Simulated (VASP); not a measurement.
# Ag (Fm-3m) in VASP: relaxation of cell and atoms with r2SCAN

Aim: the relaxation of cell and atoms of Ag with r2SCAN.

All numbers are computed with VASP 6.6.1; they aren't measurements. Logs are shortened: lines on timing, memory, paths and dates and some standing lists are left out, and cuts for length are marked.

### 1 The cell of the first run

The structure is cubic, space group Fm-3m (No. 225). The conventional cell has a = 4.090 Å, b = 4.090 Å, c = 4.090 Å, α = 90.00°, β = 90.00°, γ = 90.00°. Ag (site symmetry m-3m) has 12 Ag at 2.89 Å within 3.8 Å.

### 2 Relaxation of cell and atoms, r2SCAN

POSCAR

```
Ag
1.0
    0.0000000000      2.0450000000      2.0450000000
    2.0450000000      0.0000000000      2.0450000000
    2.0450000000      2.0450000000      0.0000000000
Ag
1
Direct
    0.0000000000      0.0000000000      0.0000000000
```

INCAR.step1

```
ALGO = Normal
EDIFF = 1E-4
ENCUT = 600
GGA = PE
ISMEAR = 1
LASPH = T
LCHARG = F
LREAL = F
LWAVE = T
NELM = 60
PREC = Accurate
SIGMA = 0.1
```

INCAR.step2

```
ALGO = Normal
EDIFF = 1E-7
EDIFFG = -0.005
ENCUT = 600
IBRION = 2
ISIF = 3
ISMEAR = 1
ISTART = 1
LASPH = T
LCHARG = F
LMIXTAU = T
LREAL = F
LWAVE = F
METAGGA = R2SCAN
NELM = 60
NSW = 60
PREC = Accurate
SIGMA = 0.1
```

KPOINTS

```
k-points
0
Gamma
  23 23 23
```

Potentials or basis: VASP PAW PBE potentials, release 64 (Ag).

Launch:

```console
$ cat potpaw_PBE.64/Ag/POTCAR > POTCAR
$ cp INCAR.step1 INCAR
$ mpirun -np 1 vasp_std > vasp.out
$ cp INCAR.step2 INCAR
$ mpirun -np 1 vasp_std > vasp.out
```

OUTCAR:

```text
EDIFF = 1E-7
   EDIFFG = -0.005
   ENCUT = 600
   IBRION = 2
   ISIF = 3
   ISMEAR = 1
   ISTART = 1
   LASPH = T
   LREAL = F
   METAGGA = R2SCAN
   NELM = 60
   NSW = 60
   PREC = Accurate

 ion  position               nearest neighbor table
   1  0.000  0.000  0.000-

  LATTYP: Found a face centered cubic cell.
 ALAT       =     4.0900000000

  Lattice vectors:

 A1 = (   0.0000000000,   2.0450000000,   2.0450000000)
 A2 = (   2.0450000000,   0.0000000000,   2.0450000000)
 A3 = (   2.0450000000,   2.0450000000,   0.0000000000)

Analysis of symmetry for initial positions (statically):
=====================================================================
 Subroutine PRICEL returns:
 Original cell was already a primitive cell.

 Routine SETGRP: Setting up the symmetry group for a
 face centered cubic supercell.

 Subroutine GETGRP returns: Found 48 space group operations
 (whereof 48 operations were pure point group operations)
 out of a pool of 48 trial point group operations.

The static configuration has the point symmetry O_h .

Analysis of symmetry for dynamics (positions and initial velocities):
=====================================================================
 Subroutine PRICEL returns:
 Original cell was already a primitive cell.

 Routine SETGRP: Setting up the symmetry group for a
 face centered cubic supercell.

 Subroutine GETGRP returns: Found 48 space group operations
 (whereof 48 operations were pure point group operations)
 out of a pool of 48 trial point group operations.

The dynamic configuration has the point symmetry O_h .

 Subroutine INISYM returns: Found 48 space group operations
 (whereof 48 operations are pure point group operations),
 and found     1 'primitive' translations

----------------------------------------------------------------------------------------

                                     Primitive cell

  volume of cell :      17.1045

  direct lattice vectors                    reciprocal lattice vectors
     0.000000000  2.045000000  2.045000000    -0.244498778  0.244498778  0.244498778
     2.045000000  0.000000000  2.045000000     0.244498778 -0.244498778  0.244498778
     2.045000000  2.045000000  0.000000000     0.244498778  0.244498778 -0.244498778

  length of vectors
     2.892066735  2.892066735  2.892066735     0.423484305  0.423484305  0.423484305

  position of ions in fractional coordinates (direct lattice)
     0.000000000  0.000000000  0.000000000

  ion indices of the primitive-cell ions
   primitive index   ion index
                 1           1

----------------------------------------------------------------------------------------

 KPOINTS: k-points

Automatic generation of k-mesh.
 Grid dimensions read from file:
 generate k-points for:   23   23   23

 Generating k-lattice:

  Cartesian coordinates                     Fractional coordinates (reciprocal lattice)
    -0.010630382  0.010630382  0.010630382     0.043478261  0.000000000  0.000000000
     0.010630382 -0.010630382  0.010630382     0.000000000  0.043478261  0.000000000
     0.010630382  0.010630382 -0.010630382     0.000000000  0.000000000  0.043478261

  Length of vectors
     0.018412361  0.018412361  0.018412361

  Shift w.r.t. Gamma in fractional coordinates (k-lattice)
     0.000000000  0.000000000  0.000000000

 Subroutine IBZKPT returns following result:
 ===========================================

 Found    364 irreducible k-points:

 Following reciprocal coordinates:
            Coordinates               Weight
  0.000000  0.000000  0.000000      1.000000
  0.043478  0.000000  0.000000      8.000000
  0.086957  0.000000  0.000000      8.000000
  0.130435  0.000000  0.000000      8.000000
  0.173913  0.000000  0.000000      8.000000
  0.217391  0.000000  0.000000      8.000000
[... 16 lines left out ...]
  0.478261  0.043478  0.000000     24.000000
 -0.478261  0.043478  0.000000     24.000000
 [... further k-points ...]
   k-points           NKPTS =    364   k-points in BZ     NKDIM =    364   number of bands    NBANDS=      9
   number of dos      NEDOS =    301   number of ions     NIONS =      1
   total plane-waves  NPLWV =  13824
   dimension x,y,z NGX =    24 NGY =   24 NGZ =   24
   dimension x,y,z NGXF=    48 NGYF=   48 NGZF=   48
   ions per type =               1
   NGX,Y,Z   is equivalent  to a cutoff of  13.80, 13.80, 13.80 a.u.
   NGXF,Y,Z  is equivalent  to a cutoff of  27.59, 27.59, 27.59 a.u.
 SYSTEM =  unknown system
   PREC   = accura    normal or accurate (medium, high low for compatibility)
   ISTART =      1    job   : 0-new  1-cont  2-samecut
   ICHARG =      0    charge: 1-file 2-atom 10-const
   ISPIN  =      1    spin polarized calculation?
   LNONCOLLINEAR =      F non collinear calculations
   LSORBIT =      F    spin-orbit coupling
   LASPH  =      T    aspherical Exc in radial PAW
   ENCUT  =  600.0 eV  44.10 Ry    6.64 a.u.   5.78  5.78  5.78*2*pi/ulx,y,z
   NELM   =     60;   NELMIN=  2; NELMDL=  0     # of ELM steps
   EDIFF  = 0.1E-06   stopping-criterion for ELM
   LREAL  =      F    real-space projection
   EDIFFG = -.5E-02   stopping-criterion for IOM
   NSW    =     60    number of steps for IOM
   IBRION =      2    ionic relax: 0-MD 1-quasi-New 2-CG
   NFREE  =      1    steps in history (QN), initial steepest desc. (CG)
   ISIF   =      3    stress and relaxation
   ISYM   =      2    0-nonsym 1-usesym 2-fastsym
   POTIM  = 0.5000    time-step for ionic-motion
   TEBEG  =    0.0;   TEEND  =   0.0 temperature during run
   PSTRESS=    0.0 pullay stress
   NELECT =      11.0000    total number of electrons
   NUPDOWN=      -1.0000    fix difference up-down
   EMIN   =  10.00;   EMAX   =-10.00  energy-range for DOS
   EFERMI =   0.00;   METHOD = LEGACY
   ISMEAR =     1;   SIGMA  =   0.10  broadening in eV -4-tet -1-fermi 0-gaus
   EFERMI_NEDOS =   21; number of points for ismear=-14 and -15
   IALGO  =     38    algorithm
   IMIX   =      4    mixing-type and parameters
     AMIX     =   0.40;   BMIX     =  1.00
     AMIX_MAG =   1.60;   BMIX_MAG =  1.00
  volume/ion in A,a.u.               =      17.10       115.43
  Fermi-wavevector in a.u.,A,eV,Ry     =   1.413088  2.670348 27.168338  1.996817
  Thomas-Fermi vector in A             =   2.534769
   LORBIT       =      0    0 simple, 1 ext, 2 COOP (PROOUT), +10 PAW based schemes
   METAGGA = R2SCAN    functional components
   LHFCALC =     F    Hartree Fock is set to
   AEXX    =    0.0000 exact exchange contribution
   IVDW    =     0    specifies the selected vdW correction
   LEPSILON=     F    determine dielectric tensor
   LRPA    =     F    only Hartree local field effects (RPA)
 conjugate gradient relaxation of ions
 non-spin polarized calculation
 Methfessel and Paxton  Order N= 1 SIGMA  =   0.10
  energy-cutoff  :      600.00
  volume of cell :       17.10
 maximum number of plane-waves:       588
   NGX = 11   NGY = 11   NGZ = 11

--------------------------------------- Ionic step        1  -------------------------------------------

 number of electron      10.9999999 magnetization

 Free energy of the ion-electron system (eV)
  ---------------------------------------------------
  ext. energy  EPLUGINS =         0.00000000
  ---------------------------------------------------
  free energy    TOTEN  =       -21.35384151 eV

  energy without entropy =      -21.35379964  energy(sigma->0) =      -21.35382755

------------------------ aborting loop because EDIFF is reached ----------------------------------------

  FORCE on cell =-STRESS in cart. coord.  units (eV):
  Direction    XX          YY          ZZ          XY          YZ          ZX
  --------------------------------------------------------------------------------------
  -------------------------------------------------------------------------------------
  Total        0.1406115      0.1406115      0.1406115     -0.0000000      0.0000000     -0.0000000
  in kB       13.1710794     13.1710794     13.1710794     -0.0000000      0.0000000     -0.0000000
  external PRESSURE =      13.1710794 kB  Pullay stress =       0.0000000 kB

 VOLUME and BASIS-vectors are now :
 -----------------------------------------------------------------------------
  energy-cutoff  :      600.00
  volume of cell :       17.10
      direct lattice vectors                 reciprocal lattice vectors
     0.000000000  2.045000000  2.045000000    -0.244498778  0.244498778  0.244498778
     2.045000000  0.000000000  2.045000000     0.244498778 -0.244498778  0.244498778
     2.045000000  2.045000000  0.000000000     0.244498778  0.244498778 -0.244498778
[... 36 lines left out ...]
 POSITION                                       TOTAL-FORCE (eV/Angst)
 -----------------------------------------------------------------------------------
     -0.00000      2.05887      2.05887         0.000000     -0.000000     -0.000000
 -----------------------------------------------------------------------------------
    total drift:                               -0.000000     -0.000000      0.000000

  FREE ENERGIE OF THE ION-ELECTRON SYSTEM (eV)
  ---------------------------------------------------
  free  energy   TOTEN  =       -21.3543369758 eV

  energy  without entropy=      -21.3542837786  energy(sigma->0) =      -21.35431924

--------------------------------------- Ionic step        3  -------------------------------------------

 number of electron      10.9999999 magnetization

 Free energy of the ion-electron system (eV)
  ---------------------------------------------------
  ext. energy  EPLUGINS =         0.00000000
  ---------------------------------------------------
  free energy    TOTEN  =       -21.35469059 eV

  energy without entropy =      -21.35463707  energy(sigma->0) =      -21.35467275

 E-fermi :   8.2478     XC(G=0): -12.8605

 val. band max:        8.2023055607   @ k =  -0.3478   0.1739   0.0435
 cond. band min:       8.2625790439   @ k =  -0.4783   0.0870   0.0435
 fundamental gap:      0.0602734832
 Fermi energy:         8.2478377203

 k-point     1 :       0.0000    0.0000    0.0000
  band No.  band energies     occupation
      1       0.3791      2.00000
      2       3.1386      2.00000
      3       3.1386      2.00000
      4       3.1386      2.00000
      5       4.1551      2.00000
      6       4.1551      2.00000
      7      24.8374      0.00000
      8      28.4684      0.00000
      9      28.4684      0.00000

 k-point     2 :       0.0435    0.0000    0.0000
  band No.  band energies     occupation
      1       0.4398      2.00000
      2       3.1248      2.00000
      3       3.1553      2.00000
      4       3.1553      2.00000
      5       4.1486      2.00000
      6       4.1486      2.00000
      7      24.8481      0.00000
      8      27.8926      0.00000
      9      28.4879      0.00000
[... 253 lines left out ...]
 k-point    24 :      -0.4783    0.0435    0.0000
  band No.  band energies     occupation
      1       1.6242      2.00000
      2       3.0926      2.00000
      3       3.1388      2.00000
      4       4.8451      2.00000
      5       4.9404      2.00000
      6       8.0797      2.03873
      7      11.8699      0.00000
      8      24.0240      0.00000
      9      26.2145      0.00000

 [... further k-points ...]

------------------------ aborting loop because EDIFF is reached ----------------------------------------

  FORCE on cell =-STRESS in cart. coord.  units (eV):
  Direction    XX          YY          ZZ          XY          YZ          ZX
  --------------------------------------------------------------------------------------
  -------------------------------------------------------------------------------------
  Total        0.0015442      0.0015442      0.0015442     -0.0000000     -0.0000000      0.0000000
  in kB        0.1428883      0.1428883      0.1428883     -0.0000000     -0.0000000      0.0000000
  external PRESSURE =       0.1428883 kB  Pullay stress =       0.0000000 kB

 VOLUME and BASIS-vectors are now :
 -----------------------------------------------------------------------------
  energy-cutoff  :      600.00
  volume of cell :       17.31
      direct lattice vectors                 reciprocal lattice vectors
    -0.000000000  2.053350859  2.053350859    -0.243504415  0.243504415  0.243504415
     2.053350859  0.000000000  2.053350859     0.243504415 -0.243504415  0.243504415
     2.053350859  2.053350859 -0.000000000     0.243504415  0.243504415 -0.243504415

 POSITION                                       TOTAL-FORCE (eV/Angst)
 -----------------------------------------------------------------------------------
      0.00000      0.00000      0.00000         0.000000      0.000000      0.000000
 -----------------------------------------------------------------------------------
    total drift:                                0.000000     -0.000000     -0.000000

  FREE ENERGIE OF THE ION-ELECTRON SYSTEM (eV)
  ---------------------------------------------------
  free  energy   TOTEN  =       -21.3546905929 eV

  energy  without entropy=      -21.3546370747  energy(sigma->0) =      -21.35467275

 reached required accuracy - stopping structural energy minimisation
```

It took 13 min on 1 thread of AMD EPYC 7R13 (Zen 3), shared host; peak memory 0.18 GiB.

What came out:

| Quantity | Value |
| --- | --- |
| Free energy | -21.3547 eV |
| Relaxed volume | 17.31 Å³/atom |
| Relaxed cell | a = 2.904 Å, b = 2.904 Å, c = 2.904 Å, α = 60.00°, β = 60.00°, γ = 60.00° |
| Space group after relaxing (to 0.05 Å) | Fm-3m (No. 225) |
| Energy gained by relaxing | 0.8 meV/atom |
| Ionic steps | 3 |
| Pressure after relaxing | 0.0 GPa |

Step by step:
| step | energy change (eV) | largest force (eV/Å) | pressure (GPa) | volume (Å³) |
| --- | --- | --- | --- | --- |
| 1 | 0.0000 | 0.0000 | 1.32 | 17.10 |
| 2 | -0.0005 | 0.0000 | -0.79 | 17.45 |
| 3 | -0.0008 | 0.0000 | 0.01 | 17.31 |

Final structure:
```yaml
crystal:
  lattice:
    - [0.00000, 2.05335, 2.05335]
    - [2.05335, 0.00000, 2.05335]
    - [2.05335, 2.05335, 0.00000]
  atoms:
    - { symbol: Ag, position: [0.00000, 0.00000, 0.00000] }
```

Caveat: the PAW data sets were made with another functional, which shifts forces and pressure a little.
